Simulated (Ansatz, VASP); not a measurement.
**HfO2 in VASP and in Ansatz**

```
CELL_PARAMETERS angstrom
3.25231 0.00000 0.00000
-1.62615 2.81658 0.00000
0.00000 0.00000 5.57973
ATOMIC_POSITIONS crystal
Hf 0.00000 0.00000 0.00000
O 0.33333 0.66667 0.17381
O 0.66667 0.33333 0.82619
```

Alike in both runs: task single point; functional PBE; k mesh 13 × 13 × 7; occupations fermi-dirac, width 0.08 eV; no spin polarisation.

|  | VASP | Ansatz |
| --- | --- | --- |
| version | VASP 6.6.1 | Ansatz 0.2.0 |
| potentials or method | VASP PAW PBE potentials, release 64 (Hf_pv, O), cutoff 520 eV | all-electron LAPW, scalar-relativistic |

|  | VASP | Ansatz | Ansatz less VASP |
| --- | --- | --- | --- |
| gap on the k mesh at the Fermi level (eV) | 4.77 | 4.76 | -0.013 |
| pressure (GPa) | -2.0 | 0.0 | +2.08 |
| traceless stress, the component that is largest in VASP (GPa) | 0.75 | 0.01 | -0.737 |
| rms of the force components (eV/Å) | 0.094 | 0.000 | -0.0941 |

Atom by atom the forces differ by 0.094 eV/Å (rms over components). Ansatz ran all-electron here, and VASP with PAW potentials.

Spin-orbit coupling is off throughout.
